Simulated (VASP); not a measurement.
A run of VASP 6.6.1 is set up as follows.

INCAR

```
SYSTEM = Cu5Ni
PREC = Accurate
ENCUT = 520
EDIFF = 1E-6
ISMEAR = 0
SIGMA = 0.1
LREAL = .FALSE.
LASPH = .TRUE.
NELM = 100
ALGO = Fast
ISIF = 2
LWAVE = .FALSE.
LCHARG = .FALSE.
GGA = PE
NBANDS = 42
```

Contents of KPOINTS:

```
regular mesh
0
G
  14 14 4
  0 0 0
```

POSCAR

```
Cu5Ni
1.0
    2.5575417967      0.0000000000      0.0000000000
    0.0000000000      2.5575417967      0.0000000000
    0.0000000000      0.0000000000     10.7640647227
Cu Ni
5 1
Direct
    0.5000000000      0.5000000000      0.8378410533
    0.0000000000      0.0000000000      0.6689512270
    0.5000000000      0.5000000000      0.5000000000
    0.0000000000      0.0000000000      0.3310487730
    0.5000000000      0.5000000000      0.1621589467
    0.0000000000      0.0000000000      0.0000000000
```

Potentials or basis: VASP PAW PBE potentials, release 64 (Cu, Ni).

The run is started by

```bash
$ cat potpaw_PBE.64/Cu/POTCAR potpaw_PBE.64/Ni/POTCAR > POTCAR
$ mpirun -np 1 vasp_std > vasp.out
```

Q: What does it give for the largest force?

A: 0.011 eV/Å.

Q: Predict the pressure.

A: 0.6 GPa.

Forces on the atoms (eV/Å):
```
Cu   0.000  0.000  0.011
Cu   0.000  0.000  0.001
Cu   0.000  0.000  0.000
Cu   0.000  0.000 -0.001
Cu   0.000  0.000 -0.011
Ni   0.000  0.000  0.000
```

Spin polarisation is off, so any magnetic state and its effect on volume and gap are missing.
